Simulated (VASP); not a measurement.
BAs:

```xyz
2
Lattice="0.0000 2.3885 2.3885 2.3885 0.0000 2.3885 2.3885 2.3885 0.0000" Properties=species:S:1:pos:R:3 pbc="T T T"
As    3.5827    3.5827    3.5827
B     0.0000    0.0000    0.0000
```

| Property | Result |
| --- | --- |
| Program | VASP 6.6.1 |
| Task | relaxation of cell and atoms |
| Functional | RPBE |
| Dispersion | D3(BJ) |
| Potentials or basis | VASP PAW PBE potentials, release 64 (As, B) |
| Cutoff | 600 eV |
| k mesh | 10 × 10 × 10 |
| Occupations | fermi-dirac, width 0.05 eV |
| Spin | no spin polarisation |

At the start: pressure -12.7 GPa; volume 13.63 Å³/atom.

Q: How do energy, volume and symmetry change on relaxing?

A: Over 3 steps the energy falls by 54.0 meV/atom and the volume is 12.38 Å³/atom (-9.1 %); space group F-43m (No. 216, to 0.05 Å).

Step by step:
| step | energy change (eV) | largest force (eV/Å) | pressure (GPa) | volume (Å³) |
| --- | --- | --- | --- | --- |
| 1 | 0.0000 | 0.0000 | -12.71 | 27.25 |
| 2 | -0.0532 | 0.0000 | 12.02 | 23.21 |
| 3 | -0.1080 | 0.0000 | -0.07 | 24.77 |

Final structure:
```cif
data_structure
_symmetry_space_group_name_H-M 'P 1'
_symmetry_Int_Tables_number 1
_cell_length_a 3.2719
_cell_length_b 3.2719
_cell_length_c 3.2719
_cell_angle_alpha 60.000
_cell_angle_beta 60.000
_cell_angle_gamma 60.000
_cell_volume 24.77
loop_
_atom_site_label
_atom_site_type_symbol
_atom_site_fract_x
_atom_site_fract_y
_atom_site_fract_z
_atom_site_occupancy
As1 As 0.75000 0.75000 0.75000 1
B1 B 0.00000 0.00000 0.00000 1
```

Caveat: the PAW data sets were made with another functional, which shifts forces and pressure a little.
